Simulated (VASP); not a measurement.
A run of VASP 6.6.1:

The input POSCAR:

```
HPdF6
1.0
    4.7172940000      0.0000000000      0.0000000000
   -2.3586470000      4.0852980000      0.0000000000
   -2.3586470000      1.3617660000      4.4541940000
F H Pd
6 1 1
Direct
    0.2500000000      0.0830000000      0.7510000000
    0.9170000000      0.4160000000      0.7510000000
    0.5840000000      0.7500000000      0.7510000000
    0.7500000000      0.9170000000      0.2490000000
    0.0830000000      0.5840000000      0.2490000000
    0.4160000000      0.2500000000      0.2490000000
    0.5000000000      0.5000000000      0.5000000000
    0.0000000000      0.0000000000      0.0000000000
```

INCAR.step1

```
ALGO = Normal ; EDIFF = 1E-7
ENCUT = 520 ; GGA = PE
ISIF = 2 ; ISMEAR = 0
LASPH = True ; LCHARG = True
LMAXMIX = 4 ; LREAL = False
LWAVE = False ; NBANDS = 36
NELM = 80 ; PREC = Accurate
SIGMA = 0.1866
```

File KPOINTS.step1:

```
k-points
0
Gamma
  6 6 6
```

INCAR.step2

```
ALGO = Normal ; EDIFF = 1E-7
ENCUT = 520 ; GGA = PE
ICHARG = 11 ; ISIF = 2
ISMEAR = -5 ; LASPH = True
LCHARG = False ; LMAXMIX = 4
LORBIT = 10 ; LREAL = False
LWAVE = False ; NEDOS = 2001
NELM = 80 ; PREC = Accurate
SIGMA = 0.1866
```

Contents of KPOINTS.step2:

```
k-points
0
Gamma
  9 9 9
```

Potentials or basis: VASP PAW PBE potentials, release 64 (F, H, Pd).

Run with:

```console
$ cat potpaw_PBE.64/F/POTCAR potpaw_PBE.64/H/POTCAR potpaw_PBE.64/Pd/POTCAR > POTCAR
$ cp INCAR.step1 INCAR
$ cp KPOINTS.step1 KPOINTS
$ mpirun -np 1 vasp_std > vasp.out
$ cp INCAR.step2 INCAR
$ cp KPOINTS.step2 KPOINTS
$ mpirun -np 1 vasp_std > vasp.out
```

Hardware: 1 thread of Intel(R) Xeon(R) Platinum 8259CL CPU @ 2.50GHz (Skylake/Cascade Lake), on a shared host.

Q: Estimate the wall time of this run.

A: Run time: 4.6 min on 1 thread of Intel(R) Xeon(R) Platinum 8259CL CPU @ 2.50GHz (Skylake/Cascade Lake), with other jobs on the host, peak memory 0.4 GiB. Counts: k points 125.
